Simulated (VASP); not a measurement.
Wanted: the native input for a VASP 6.6.1 run.

```
Task                   : single point
Functional             : LDA
Potentials or basis    : VASP PAW PBE potentials, release 64 (Lu)
Cutoff                 : 520 eV
k mesh                 : 11 × 11 × 11
Occupations            : fermi-dirac, width 0.02 eV
Spin                   : no spin polarisation
Dipole correction      : no
Further INCAR settings : ALGO = Normal; EDIFF = 1e-06; NBANDS = 18
```

The structure of Lu lies in POSCAR:

```
Lu
1.0
   -1.8189340000      1.8189340000      4.5274670000
    1.8189340000     -1.8189340000      4.5274670000
    1.8189340000      1.8189340000     -4.5274670000
Lu
1
Direct
    0.0000000000      0.0000000000      0.0000000000
```

The input as run:

INCAR

```
PREC = Accurate ; ENCUT = 520
EDIFF = 1E-6 ; ISMEAR = -1
SIGMA = 0.02 ; LREAL = F
LASPH = T ; NELM = 60
ALGO = Normal ; ISIF = 2
LWAVE = F ; LCHARG = T
GGA = CA ; LELF = T
LVHAR = T ; NBANDS = 18
```

KPOINTS

```
regular mesh
0
Gamma
  11 11 11
```

Potentials or basis: VASP PAW PBE potentials, release 64 (Lu).

The run is started by

```sh
$ cat potpaw_PBE.64/Lu/POTCAR > POTCAR
$ mpirun -np 1 vasp_std > vasp.out
```

It gave:

| Item | Value |
| --- | --- |
| Pressure | -7.2 GPa |

Caveat: the PAW data sets were made with another functional, which shifts forces and pressure a little.

Run time: 2.7 min on 1 thread of Intel(R) Xeon(R) Platinum 8375C CPU @ 2.90GHz (Ice Lake), with other jobs on the host, peak memory 0.29 GiB.
